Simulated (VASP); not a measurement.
A run of VASP 6.6.1 is set up as follows.

INCAR

```
  PREC = Accurate
  ENCUT = 600
  EDIFF = 1E-6
  ISMEAR = 1
  SIGMA = 0.15
  LREAL = False
  LASPH = True
  NELM = 120
  ALGO = Normal
  ISIF = 2
  LWAVE = False
  LCHARG = True
  GGA = CA
  LELF = True
  LVHAR = True
  NBANDS = 12
  GGA_COMPAT = False
```

The input KPOINTS:

```
Automatic mesh
0
Gamma
  10 10 10
```

The input POSCAR:

```
AlOs
1.0
    2.9728484550      0.0000000000      0.0000000000
    0.0000000000      2.9728484550      0.0000000000
    0.0000000000      0.0000000000      2.9728484550
Al Os
1 1
Direct
    0.0000000000      0.0000000000      0.0000000000
    0.5000000000      0.5000000000      0.5000000000
```

Potentials or basis: VASP PAW LDA potentials, release 64 (Al, Os).

The run is started by

```sh
$ cat potpaw_LDA.64/Al/POTCAR potpaw_LDA.64/Os/POTCAR > POTCAR
$ mpirun -np 1 vasp_std > vasp.out
```

Predict the pressure.

1.0 GPa.
